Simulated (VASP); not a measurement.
**Na8F7 (a cell with a defect): single point with PBE**

System: Na8F7 (a cell with a defect).

```
Na F
1.0
     0.00000    4.69977    4.69977
     4.69977    0.00000    4.69977
     4.69977    4.69977    0.00000
Na F
8 7
Direct
  0.98499 0.51501 0.51501
  0.98499 0.51501 0.98499
  0.98499 0.98499 0.51501
  0.00000 0.00000 0.00000
  0.50000 0.50000 0.50000
  0.51501 0.51501 0.98499
  0.51501 0.98499 0.51501
  0.51501 0.98499 0.98499
  0.25000 0.25000 0.75000
  0.25000 0.75000 0.25000
  0.25000 0.75000 0.75000
  0.75000 0.25000 0.25000
  0.75000 0.25000 0.75000
  0.75000 0.75000 0.25000
  0.75000 0.75000 0.75000
```

This cell differs from its parent crystal: atoms taken out, then relaxed in part.

```yaml
Program: VASP 6.6.1
Task: single point
Functional: PBE
Potentials_or_basis: VASP PAW PBE potentials, release 64 (Na_pv, F)
Cutoff: 520 eV
k_mesh: 4 × 4 × 4
Occupations: gaussian, width 0.05 eV
Spin: no spin polarisation
```

The largest force is 0.018 eV/Å.

Forces in eV/Å, atoms in the order of the input:
```
Na  -0.018  0.000  0.000
Na   0.000  0.018  0.000
Na   0.000  0.000  0.018
Na   0.000  0.000  0.000
Na   0.000  0.000  0.000
Na   0.000  0.000 -0.018
Na   0.000 -0.018  0.000
Na   0.018  0.000  0.000
F    0.000  0.000  0.000
F    0.000  0.000  0.000
F    0.000  0.000  0.000
F    0.000  0.000  0.000
F    0.000  0.000  0.000
F    0.000  0.000  0.000
F    0.000  0.000  0.000
```

Levels at points of the mesh, in eV from the Fermi level:
| k point | band 50 | band 51 | band 52 | band 53 | band 54 | band 55 |
| --- | --- | --- | --- | --- | --- | --- |
| (0.00, 0.00, 0.00) | -0.27 | -0.27 | -0.27 | 4.60 | 8.31 | 10.16 |
| (0.50, 0.00, 0.00) | -0.36 | -0.34 | -0.34 | 5.66 | 7.19 | 9.53 |
| (0.50, 0.50, 0.00) | -0.37 | -0.37 | -0.37 | 5.96 | 7.56 | 8.84 |

Run time: 4.6 min on 1 thread of Intel(R) Xeon(R) Platinum 8259CL CPU @ 2.50GHz (Skylake/Cascade Lake), with other jobs on the host, peak memory 0.36 GiB.

Caveat: the cell carries a net charge on a neutralising background, which shifts energy and pressure; the cell differs from its parent crystal (atoms taken out, then relaxed in part); the cell is charged against a uniform background, so pressure and absolute levels hang on convention.
